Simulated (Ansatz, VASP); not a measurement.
# Two plane-wave programs on AlP

```
Al P
1.0
     0.00000    2.71750    2.71750
     2.71750    0.00000    2.71750
     2.71750    2.71750    0.00000
Al P
1 1
Cartesian
  0.0000 0.0000 0.0000
  1.3587 1.3587 1.3587
```

Alike in both runs: task single point; functional LDA; k mesh 10 × 10 × 10; occupations gaussian, width 0.02 eV; no spin polarisation.

|  | VASP | Ansatz |
| --- | --- | --- |
| version | VASP 6.6.1 | Ansatz 0.2.0 |
| potentials or method | VASP PAW LDA potentials, release 64 (Al, P), cutoff 500 eV | scalar-relativistic, plane waves, PAW |
| valence electrons in the cell | 8 | 8 |

Ansatz gave:

```
gap on the k mesh at the Fermi level (eV) : 1.42
least direct gap on the mesh (eV)         : 3.22
pressure (GPa)                            : -0.1
```

Problem. What did VASP give for the same quantities?

Solution. gap on the k mesh at the Fermi level (eV): 1.42; least direct gap on the mesh (eV): 3.24; pressure (GPa): 0.0.

LDA's correlation is that of Perdew and Zunger in VASP and of Perdew and Wang (1992) in Ansatz.
